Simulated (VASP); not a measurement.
Crystal: Ni.

```
Ni
1.0
     0.00000    1.76510    1.76510
     1.76510    0.00000    1.76510
     1.76510    1.76510    0.00000
Ni
1
Direct
  0.00000 0.00000 0.00000
```

Base run:

* Program: VASP 6.6.1
* Functional: PBE
* Potentials or basis: VASP PAW PBE potentials, release 64 (Ni)
* Cutoff: 520 eV
* k mesh: 15 × 15 × 15
* Occupations: fermi-dirac, width 0.1 eV
* Spin: collinear spin, ferromagnetic start
* Starting moments: [2.0] μB

Its results: pressure -1.4 GPa; site moments Ni +0.64 μB.

After a change of settings the same cell gave: pressure 21.3 GPa; site moments Ni +1.80 μB. Which change was it?
A. moments at the start from [2.0] to [1.44]; fixed moment from none to 1.44 μB
B. moments at the start from [2.0] to [1.92]; fixed moment from none to 1.92 μB
C. further incar settings from ALGO = Normal; EDIFF = 1e-06; NBANDS = 15 to ALGO = Normal; EDIFF = 1e-07; NBANDS = 15; moments at the start from [2.0] to [0.2]
D. moments at the start from [2.0] to [0.48]; fixed moment from none to 0.48 μB

B.

Caveats: the total moment is fixed, so each spin has its own Fermi level (some runs).
